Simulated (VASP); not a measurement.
TiTe2: single point with PBE

TiTe2:

```
Ti Te
1.0
     1.88006    1.08545    6.81515
    -1.88006    1.08545    6.81515
     0.00000   -2.17091    6.81515
Ti Te
1 2
Direct
  0.99969 0.99969 0.99969
  0.41913 0.41913 0.41913
  0.24784 0.24784 0.24784
```

```json
{
  "Program": "VASP 6.6.1",
  "Task": "single point",
  "Functional": "PBE",
  "Potentials or basis": "VASP PAW PBE potentials, release 64 (Ti_sv, Te)",
  "Cutoff": "500 eV",
  "k mesh": "6 × 6 × 6",
  "Occupations": "methfessel-paxton, width 0.001 eV",
  "Spin": "no spin polarisation"
}
```

| Quantity | Value |
| --- | --- |
| Pressure | 1.1 GPa |
| Largest force | 0.160 eV/Å |
| Band gap on the k mesh | zero (bands 12 and 13 overlap by 0.54 eV) |

Forces on the atoms (eV/Å):
```
Ti   0.000  0.000 -0.015
Te   0.000  0.000  0.160
Te   0.000  0.000 -0.145
```

Stress tensor (GPa, compression positive):
```
0.86 0.00 0.00
0.00 0.86 0.00
0.00 0.00 1.50
```

Levels at points of the mesh, in eV from the Fermi level:
| k point | band 8 | band 9 | band 10 | band 11 | band 12 | band 13 | band 14 | band 15 | band 16 | band 17 |
| --- | --- | --- | --- | --- | --- | --- | --- | --- | --- | --- |
| (0.00, 0.00, 0.00) | -1.03 | -1.03 | -0.30 | -0.30 | 0.54 | 0.63 | 2.47 | 2.47 | 2.84 | 2.84 |
| (0.50, 0.00, 0.00) | -3.82 | -2.96 | -1.61 | -0.59 | -0.54 | 0.00 | 1.48 | 1.72 | 2.88 | 2.91 |
| (0.50, 0.50, 0.00) | -3.99 | -2.49 | -1.42 | -1.21 | -0.85 | 0.02 | 1.43 | 1.75 | 2.65 | 3.39 |
| (0.50, 0.50, 0.50) | -2.20 | -1.08 | -1.08 | -0.24 | -0.24 | 1.14 | 2.62 | 2.62 | 2.68 | 2.68 |

Wall time 2.3 min on 1 thread of AMD EPYC 9R45 96-Core Processor (Zen 5), with other jobs on the host, peak memory 0.36 GiB.

Caveat: spin-orbit coupling is left out, which moves the levels of the heavy elements.
